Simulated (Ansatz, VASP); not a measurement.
**TePb: VASP beside Ansatz**

File INCAR:

```
PREC = Accurate
ENCUT = 500
EDIFF = 1E-6
ISMEAR = 1
SIGMA = 0.13605693122994
LREAL = F
LASPH = T
NELM = 120
ALGO = Normal
ISIF = 2
LWAVE = F
LCHARG = F
GGA = PE
NBANDS = 17
GGA_COMPAT = F
```

Contents of KPOINTS:

```
regular mesh
0
Gamma
  4 4 4
```

Contents of POSCAR:

```
TePb
1.0
    3.6635884645      0.0000000000      0.0000000000
    0.0000000000      3.6635884645      0.0000000000
    0.0000000000      0.0000000000      3.6635884645
Te Pb
1 1
Direct
    0.5000000000      0.5000000000      0.5000000000
    0.0000000000      0.0000000000      0.0000000000
```

Input for Ansatz:

```yaml
crystal:
  lattice:
    - [3.6635884645, 0.0, 0.0]
    - [0.0, 3.6635884645, 0.0]
    - [0.0, 0.0, 3.6635884645]
  atoms:
    - { symbol: Te, position: [0.5, 0.5, 0.5] }
    - { symbol: Pb, position: [0.0, 0.0, 0.0] }
basis:
  ecutwfc: 420
kpoints:
  mp_grid: { grid: [4, 4, 4] }
hamiltonian:
  xc: pbe
scf:
  occupations: { method: cold, width: "0.01 Ry" }
  mixing: { algorithm: broyden, ndim: 12 }
  initial_density: { chi_scale: 0, normalization: atom }
  convergence: { dr2_threshold: "1e-9 eV" }
  max_iter: 65
output:
  forces: true
  stress: true
  eigenvalues: true
```

Alike in both runs: task single point; functional PBE; k mesh 4 × 4 × 4; no spin polarisation.

|  | VASP | Ansatz |
| --- | --- | --- |
| version | VASP 6.6.1 | Ansatz 0.2.0 |
| potentials or method | VASP PAW PBE potentials, release 64 (Te, Pb_d), cutoff 500 eV | scalar-relativistic, plane waves, PAW |
| occupations | methfessel-paxton of order 1, width 0.136057 eV | cold |
| valence electrons in the cell | 20 | 30 |

Ansatz gave:

* gap on the k mesh at the Fermi level (eV): none
* pressure (GPa): 18.3

Question: Estimate VASP's values.

Answer: gap on the k mesh at the Fermi level (eV): none; pressure (GPa): 18.6.

A gap of «none» marks a metal or a gap that the smearing closes. VASP's potentials hold 20 valence electrons a cell and Ansatz's 30, so a difference there can come from the potentials and not from the codes. Ansatz's warnings: stress scf threshold loose.

The k mesh is coarse, so the values compare programs but aren't converged. Neither program's run includes spin-orbit coupling.
